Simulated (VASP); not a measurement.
Wanted: the native input for a VASP 6.6.1 run.

```yaml
Task: relaxation of cell and atoms
Functional: PBE
Potentials_or_basis: VASP PAW PBE potentials, release 64 (Lu)
Cutoff: 600 eV
k_mesh: 10 × 10 × 6
Occupations: fermi-dirac, width 0.1 eV
Spin: no spin polarisation
Dipole_correction: no
Further_INCAR_settings: ALGO = Normal; EDIFF = 1e-07; IBRION = 2; EDIFFG = -0.01; NSW = 80; ISIF = 3
```

The structure of Lu lies in POSCAR:

```
Lu
1.0
    3.5030984446      0.0000000000      0.0000000000
   -1.7515492223      3.0337722450      0.0000000000
    0.0000000000      0.0000000000      5.5509000000
Lu
2
Direct
    0.3333333333      0.6666666667      0.2500000000
    0.6666666667      0.3333333333      0.7500000000
```

The input as run:

INCAR

```
SYSTEM = Lu
ALGO = Normal
EDIFF = 1E-7
EDIFFG = -0.01
ENCUT = 600
GGA = PE
IBRION = 2
ISIF = 3
ISMEAR = -1
LASPH = .True.
LCHARG = .False.
LREAL = .False.
LWAVE = .False.
NELM = 60
NSW = 80
PREC = Accurate
SIGMA = 0.1
```

KPOINTS

```
k-points
0
Gamma
  10 10 6
  0 0 0
```

Potentials or basis: VASP PAW PBE potentials, release 64 (Lu).

Run with:

```bash
$ cat potpaw_PBE.64/Lu/POTCAR > POTCAR
$ mpirun -np 1 vasp_std > vasp.out
```

It gave:

- Relaxed volume: 29.27 Å³/atom
- Relaxed cell: a = 3.511 Å, b = 3.511 Å, c = 5.484 Å, α = 90.00°, β = 90.00°, γ = 120.00°
- Space group after relaxing (to 0.1 Å): P6_3/mmc (No. 194)
- Energy gained by relaxing: 1.0 meV/atom
- Ionic steps: 5
- Pressure after relaxing: 0.0 GPa
- Band gap on the k mesh: zero (bands 25 and 26 overlap by 1.84 eV)

Caveat: spin-orbit coupling is left out, which moves the levels of the heavy elements.

Wall time 3.5 min on 1 thread of AMD EPYC 9R45 96-Core Processor (Zen 5), with other jobs on the host, peak memory 0.24 GiB.
